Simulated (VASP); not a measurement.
Runs of VASP 6.6.1 on RbCl. The structure is that of space group Fm-3m (No. 225), or close to it. The cells are those of the table. 

| cell | gap on the mesh (eV) | pressure (GPa) |
| --- | --- | --- |
| a = 4.536 Å, angles 60.0°, 2 atoms | 4.80 | -0.3 |
| a = 4.583 Å, angles 60.0°, 2 atoms | 4.70 | -0.9 |
| a = 4.721 Å, angles 60.0°, 2 atoms | 4.43 | (a) |
| a = 4.630 Å, angles 60.0°, 2 atoms | 4.60 | -1.4 |
| a = 4.676 Å, angles 60.0°, 2 atoms | (b) | (c) |

Alike in all rows: task single point; level LDA; potentials or basis VASP PAW LDA potentials, release 64 (Rb_sv, Cl); no spin polarisation; k mesh 6 × 6 × 6; cutoff (eV) 500; smearing gaussian 0.01 eV.

Estimate the missing entries.

(a) -2.1; (b) 4.51; (c) -1.8.

A k mesh can miss the band edges, and the runs leave out spin-orbit coupling on Rb.
